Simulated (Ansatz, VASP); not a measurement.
# One calculation of Na, two programs

INCAR

```
SYSTEM = Na
PREC = Accurate
ENCUT = 520
EDIFF = 1E-6
ISMEAR = 0
SIGMA = 0.15
LREAL = .False.
LASPH = .True.
NELM = 80
ALGO = Fast
ISIF = 2
LWAVE = .False.
LCHARG = .False.
GGA = CA
NBANDS = 10
```

The input KPOINTS:

```
regular mesh
0
Gamma
  18 18 18
  0 0 0
```

The input POSCAR:

```
Na
1.0
   -1.7258000000      1.7258000000      2.6437500000
    1.7258000000     -1.7258000000      2.6437500000
    1.7258000000      1.7258000000     -2.6437500000
Na
1
Direct
    0.0000000000      0.0000000000      0.0000000000
```

Input for Ansatz:

```yaml
crystal:
  lattice:
    - [-1.7258, 1.7258, 2.64375]
    - [1.7258, -1.7258, 2.64375]
    - [1.7258, 1.7258, -2.64375]
  atoms:
    - { symbol: Na, position: [0.0, 0.0, 0.0] }
basis:
  ecutwfc: 520.0
kpoints:
  mp_grid: { grid: [18, 18, 18] }
hamiltonian:
  xc: lda
  pseudopotentials: { kind: paw }
scf:
  occupations: { method: gaussian, width: 0.15 }
output:
  forces: true
  stress: true
  eigenvalues: true
```

Alike in both runs: task single point; functional LDA; k mesh 18 × 18 × 18; occupations gaussian, width 0.15 eV; no spin polarisation.

|  | VASP | Ansatz |
| --- | --- | --- |
| version | VASP 6.6.1 | Ansatz 0.2.0 |
| potentials or method | VASP PAW LDA potentials, release 64 (Na_pv), cutoff 520 eV | scalar-relativistic, plane waves, PAW |
| valence electrons in the cell | 7 | 9 |

Ansatz gave:

```
gap on the k mesh at the Fermi level (eV)                     : none
pressure (GPa)                                                : 0.6
traceless stress, the component that is largest in VASP (GPa) : -0.22
```

Q: What did VASP give for the same quantities?

A: gap on the k mesh at the Fermi level (eV): none; pressure (GPa): 0.4; traceless stress, the component that is largest in VASP (GPa): -0.22.

LDA's correlation is that of Perdew and Zunger in VASP and of Perdew and Wang (1992) in Ansatz. A gap of «none» marks a metal or a gap that the smearing closes. VASP's potentials hold 7 valence electrons a cell and Ansatz's 9, so a difference there can come from the potentials and not from the codes.
